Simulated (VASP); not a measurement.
A run of VASP 6.6.1 is set up as follows.

File INCAR:

```
SYSTEM = ZnSb2C
PREC = Accurate
ENCUT = 520
EDIFF = 1E-6
ISMEAR = -1
SIGMA = 0.02
LREAL = .False.
LASPH = .True.
NELM = 100
ALGO = Normal
ISIF = 2
LWAVE = .False.
LCHARG = .False.
GGA = PE
NBANDS = 21
```

The input KPOINTS:

```
Automatic mesh
0
Gamma
  6 6 4
  0 0 0
```

Contents of POSCAR:

```
ZnSb2C
1.0
    3.8273790815      0.0000000000      0.0000000000
    0.0000000000      3.8273790815      0.0000000000
    0.0000000000      0.0000000000      5.9708967051
Zn Sb C
1 2 1
Direct
    0.0000000000      0.0000000000      0.0000000000
    0.0000000000      0.5000000000      0.2909733445
    0.5000000000      0.0000000000      0.7090266555
    0.5000000000      0.5000000000      0.5000000000
```

Potentials or basis: VASP PAW PBE potentials, release 64 (Zn, Sb, C).

Launch:

```bash
$ cat potpaw_PBE.64/Zn/POTCAR potpaw_PBE.64/Sb/POTCAR potpaw_PBE.64/C/POTCAR > POTCAR
$ mpirun -np 1 vasp_std > vasp.out
```

**Question.** What does it give for the largest force?

**Answer.** 0.094 eV/Å.

**Question.** Predict the band gap on the k mesh.

**Answer.** Zero (bands 13 and 14 overlap by 0.76 eV).

**Question.** What does it give for the pressure?

**Answer.** 2.0 GPa.

Stress tensor (GPa, compression positive):
```
1.81 0.00 0.00
0.00 1.81 0.00
0.00 0.00 2.37
```

Caveat: spin-orbit coupling is left out, which moves the levels of the heavy elements.
